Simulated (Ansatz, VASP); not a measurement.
## Zr2H6Pb in VASP and in Ansatz

```
CELL_PARAMETERS angstrom
0.00000 4.50293 4.50293
4.50293 0.00000 4.50293
4.50293 4.50293 0.00000
ATOMIC_POSITIONS crystal
Zr 0.75000 0.75000 0.75000
Zr 0.25000 0.25000 0.25000
H 0.50000 0.00000 0.00000
H 0.00000 0.50000 0.50000
H 0.00000 0.50000 0.00000
H 0.50000 0.00000 0.50000
H 0.00000 0.00000 0.50000
H 0.50000 0.50000 0.00000
Pb 0.00000 0.00000 0.00000
```

Change from the starting cell: ordered vacancies on the A sites of perovskite (Fm-3m, No. 225).

Alike in both runs: task relaxation of cell and atoms; functional PBE; k mesh 4 × 4 × 4; occupations gaussian, width 0.1 eV; no spin polarisation.

```csv
,VASP,Ansatz
version,VASP 6.6.1,Ansatz 0.2.0
potentials or method,"VASP PAW PBE potentials, release 64 (Zr_sv, H, Pb_d), cutoff 600 eV","scalar-relativistic, plane waves, PAW"
valence electrons in the cell,44,44
```

|  | VASP | Ansatz | Ansatz less VASP |
| --- | --- | --- | --- |
| gap on the k mesh at the Fermi level, each at its own relaxed structure (eV) | none | none | - |
| relaxed volume (Å³/atom) | 13.58 | 13.56 | -0.016 |
| relaxed cell length with the largest relative difference (Å) | 5.570 | 5.568 | -0.0021 |

A gap of «none» marks a metal or a gap that the smearing closes.

Spin-orbit coupling is off throughout. Noted on VASP's run: the volume moved by over 15 % at a fixed basis, so the end points are rough.
